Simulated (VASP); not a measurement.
A run of VASP 6.6.1 is set up as follows.

The input INCAR:

```
SYSTEM = Ti5H
ALGO = Normal
DIPOL = 0.5 0.5 0.372
EDIFF = 1E-6
ENCUT = 520
GGA = PE
IDIPOL = 3
ISIF = 2
ISMEAR = 0
ISPIN = 2
LASPH = .True.
LCHARG = .False.
LDIPOL = .True.
LMAXMIX = 4
LORBIT = 11
LREAL = .False.
LWAVE = .False.
MAGMOM = 0 0 0 0 0 1
NBANDS = 44
NELM = 150
PREC = Accurate
SIGMA = 0.1
```

Contents of KPOINTS:

```
k-points
0
Gamma
  9 9 1
  0 0 0
```

POSCAR

```
Ti5H
1.0
    2.9381632084      0.0000000000      0.0000000000
   -1.4690816042      2.5445239789      0.0000000000
    0.0000000000      0.0000000000     26.2117060745
Ti H
5 1
Direct
    0.6666666667      0.3333333333      0.1526035729
    0.3333333333      0.6666666667      0.2413132777
    0.6666666667      0.3333333333      0.3306032017
    0.3333333333      0.6666666667      0.4219530445
    0.6666666667      0.3333333333      0.5040383879
    0.6666666667      0.3333333333      0.5830107369
```

Potentials or basis: VASP PAW PBE potentials, release 64 (Ti_sv, H).

The run is started by

```console
$ cat potpaw_PBE.64/Ti_sv/POTCAR potpaw_PBE.64/H/POTCAR > POTCAR
$ mpirun -np 1 vasp_std > vasp.out
```

Q: What does it give for the net moment?

A: -0.81 μB per cell.

Q: What does it give for the site moments?

A: Ti -0.61, +0.07, -0.02, -0.03, +0.16; H -0.01 μB.

Q: Predict the largest force.

A: 2.062 eV/Å.

Forces on the atoms (eV/Å):
```
Ti   0.000  0.000  0.456
Ti   0.000  0.000 -0.452
Ti   0.000  0.000  0.163
Ti   0.000  0.000 -0.874
Ti   0.000  0.000  2.062
H    0.000  0.000 -1.356
```
